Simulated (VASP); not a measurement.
Set up this calculation in VASP 6.6.1, as the native input.

| Item | Value |
| --- | --- |
| Task | relaxation of cell and atoms |
| Functional | PBE |
| Potentials or basis | VASP PAW PBE potentials, release 64 (Si, C) |
| Cutoff | 600 eV |
| k mesh | 6 × 6 × 6 |
| Occupations | gaussian, width 0.1 eV |
| Spin | no spin polarisation |
| Dipole correction | no |
| Further INCAR settings | ALGO = Normal; EDIFF = 1e-07; IBRION = 2; EDIFFG = -0.04; NSW = 90; ISIF = 3 |

The structure of SiC lies in POSCAR:

```
SiC
1.0
    2.7864180400      0.0000000000      0.0000000000
    0.0000000000      2.7864180400      0.0000000000
    0.0000000000      0.0000000000      2.7864180400
Si C
1 1
Direct
    0.5000000000      0.5000000000      0.5000000000
    0.0000000000      0.0000000000      0.0000000000
```

The input as run:

INCAR

```
SYSTEM = SiC
PREC = Accurate ; ENCUT = 600
EDIFF = 1E-7 ; ISMEAR = 0
SIGMA = 0.1 ; LREAL = .FALSE.
LASPH = .TRUE. ; NELM = 80
ALGO = Normal ; ISIF = 3
LWAVE = .FALSE. ; LCHARG = .FALSE.
GGA = PE ; IBRION = 2
NSW = 90 ; EDIFFG = -0.04
```

KPOINTS

```
regular mesh
0
G
  6 6 6
  0 0 0
```

Potentials or basis: VASP PAW PBE potentials, release 64 (Si, C).

Run with:

```sh
$ cat potpaw_PBE.64/Si/POTCAR potpaw_PBE.64/C/POTCAR > POTCAR
$ mpirun -np 1 vasp_std > vasp.out
```

It gave:

```
Relaxed volume                         : 9.16 Å³/atom
Relaxed cell                           : a = 2.636 Å, b = 2.636 Å, c = 2.636 Å, α = 90.00°, β = 90.00°, γ = 90.00°
Space group after relaxing (to 0.05 Å) : Pm-3m (No. 221)
Energy gained by relaxing              : 121.8 meV/atom
Ionic steps                            : 3
Pressure after relaxing                : 0.2 GPa
Band gap on the k mesh                 : zero (band 4 reaches 12.47 eV, above the bottom of band 5 at 8.81 eV)
```

Caveat: the k points lie up to 0.40 Å⁻¹ apart in the final cell; the volume moved by over 15 % at a fixed basis, so the end points are rough.

Wall time 5 s on 1 thread of Intel(R) Xeon(R) 6975P-C (Granite Rapids), with other jobs on the host, peak memory 0.13 GiB.
